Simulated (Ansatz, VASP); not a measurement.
## Sn3Se: VASP beside Ansatz

INCAR

```
SYSTEM = Sn3Se
ALGO = Normal
EDIFF = 1E-7
ENCUT = 520
GGA = PS
ISIF = 2
ISMEAR = 0
LASPH = .TRUE.
LCHARG = .FALSE.
LREAL = .FALSE.
LWAVE = .FALSE.
NBANDS = 32
NELM = 100
PREC = Accurate
SIGMA = 0.15
```

Contents of KPOINTS:

```
k-points
0
G
  5 5 5
  0 0 0
```

POSCAR

```
Sn3Se
1.0
    4.7418790000      0.0000000000      0.0000000000
    0.0000000000      4.7418790000      0.0000000000
    0.0000000000      0.0000000000      4.7418790000
Sn Se
3 1
Direct
    0.0000000000      0.5000000000      0.5000000000
    0.5000000000      0.0000000000      0.5000000000
    0.5000000000      0.5000000000      0.0000000000
    0.0000000000      0.0000000000      0.0000000000
```

Input for Ansatz:

```yaml
crystal:
  lattice:
    - [4.741879, 0.0, 0.0]
    - [0.0, 4.741879, 0.0]
    - [0.0, 0.0, 4.741879]
  atoms:
    - { symbol: Sn, position: [0.0, 0.5, 0.5] }
    - { symbol: Sn, position: [0.5, 0.0, 0.5] }
    - { symbol: Sn, position: [0.5, 0.5, 0.0] }
    - { symbol: Se, position: [0.0, 0.0, 0.0] }
kpoints:
  mp_grid:
    grid: [5, 5, 5]
    shift: [0.0, 0.0, 0.0]
hamiltonian:
  xc: pbesol
  pseudopotentials:
    kind: paw
scf:
  occupations:
    method: gaussian
    width: 0.15
output:
  forces: true
  stress: true
  eigenvalues: true
```

Alike in both runs: task single point; functional PBEsol; k mesh 5 × 5 × 5; occupations gaussian, width 0.15 eV; no spin polarisation.

```csv
,VASP,Ansatz
version,VASP 6.6.1,Ansatz 0.2.0
potentials or method,"VASP PAW PBE potentials, release 64 (Sn_d, Se)","plane waves, PAW"
plane-wave cutoff (eV),520,420
valence electrons in the cell,48,58
```

|  | VASP | Ansatz | Ansatz less VASP |
| --- | --- | --- | --- |
| gap on the k mesh at the Fermi level (eV) | none | none | - |
| pressure (GPa) | -2.3 | -2.3 | +0.03 |

VASP's potentials were made for PBE, not for PBEsol. A gap of «none» marks a metal or a gap that the smearing closes. VASP's potentials hold 48 valence electrons a cell and Ansatz's 58, so a difference there can come from the potentials and not from the codes.
